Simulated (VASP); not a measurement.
Set up this calculation in VASP 6.6.1, as the native input.

- Task: single point
- Functional: PBEsol
- Potentials or basis: VASP PAW PBE potentials, release 64 (Ta_pv, H)
- Cutoff: 520 eV
- k mesh: 12 × 12 × 12
- Occupations: gaussian, width 0.1 eV
- Spin: no spin polarisation
- Dipole correction: no
- Further INCAR settings: ALGO = Normal; EDIFF = 1e-06; NBANDS = 18

The structure of Ta2H lies in POSCAR:

```
Ta2H
1.0
    3.1459854647      0.0000000000      0.0000000000
    0.0000000000      3.3969949433      0.0000000000
    0.0000000000      0.0000000000      3.4438594813
Ta H
2 1
Direct
    0.5000000000      0.0000000000      0.7300765025
    0.0000000000      0.5000000000      0.2508411359
    0.0000000000      0.0000000000      0.0190823616
```

This cell differs from its parent crystal: uniaxial strain along a: -6.0 %.

One way to write it, as run:

INCAR

```
SYSTEM = Ta2H
ALGO = Normal
EDIFF = 1E-6
ENCUT = 520
GGA = PS
ISIF = 2
ISMEAR = 0
LASPH = .TRUE.
LCHARG = .FALSE.
LREAL = .FALSE.
LWAVE = .FALSE.
NBANDS = 18
NELM = 100
PREC = Accurate
SIGMA = 0.1
```

KPOINTS

```
k-points
0
G
  12 12 12
  0 0 0
```

Potentials or basis: VASP PAW PBE potentials, release 64 (Ta_pv, H).

The run is started by

```console
$ cat potpaw_PBE.64/Ta_pv/POTCAR potpaw_PBE.64/H/POTCAR > POTCAR
$ mpirun -np 1 vasp_std > vasp.out
```

It gave:

```json
{
  "Pressure": "8.6 GPa",
  "Largest force": "0.155 eV/Å"
}
```

Caveat: the cell differs from its parent crystal (uniaxial strain along a: -6.0 %); the PAW data sets were made with another functional, which shifts forces and pressure a little.

Wall time 83 s on 1 thread of AMD EPYC 9R45 96-Core Processor (Zen 5) (shared host), peak memory 0.28 GiB.
